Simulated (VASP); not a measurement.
Write the native input for VASP 6.6.1 that does the following.

```yaml
Task: single point
Functional: PBEsol
Potentials_or_basis: VASP PAW PBE potentials, release 64 (Fe)
Cutoff: 520 eV
k_mesh: 13 × 13 × 4
Occupations: fermi-dirac, width 0.1 eV
Spin: no spin polarisation
Dipole_correction: no
Further_INCAR_settings: ALGO = Normal; EDIFF = 1e-06; NBANDS = 24
```

The structure of Fe lies in POSCAR:

```
Fe
1.0
    2.3470000000      0.0000000000      0.0000000000
    1.1735000000      2.0325616227      0.0000000000
    0.0000000000      0.0000000000      7.5940000000
Fe
4
Direct
    0.6666666666      0.6666666667      0.1250000000
    0.6666666666      0.6666666667      0.6250000000
    0.3333333334      0.3333333333      0.3750000000
    0.3333333334      0.3333333333      0.8750000000
```

One way to write it, as run:

INCAR

```
SYSTEM = Fe
  ALGO = Normal
  EDIFF = 1E-6
  ENCUT = 520
  GGA = PS
  ISIF = 2
  ISMEAR = -1
  LASPH = .True.
  LCHARG = .True.
  LELF = .True.
  LREAL = .False.
  LVHAR = .True.
  LWAVE = .False.
  NBANDS = 24
  NELM = 80
  PREC = Accurate
  SIGMA = 0.1
```

KPOINTS

```
k-points
0
Gamma
  13 13 4
  0 0 0
```

Potentials or basis: VASP PAW PBE potentials, release 64 (Fe).

Command:

```console
$ cat potpaw_PBE.64/Fe/POTCAR > POTCAR
$ mpirun -np 1 vasp_std > vasp.out
```

It gave:

```json
{
  "Pressure": "31.0 GPa",
  "Band gap on the k mesh": "zero (band 16 reaches 9.25 eV, above the bottom of band 17 at 7.14 eV)"
}
```

Caveat: the PAW data sets were made with another functional, which shifts forces and pressure a little; the run has no spin polarisation, though such a crystal can be magnetic.

It took 39 s on 1 thread of Intel Xeon 6975P-C, on a shared host, peak memory 0.17 GiB.
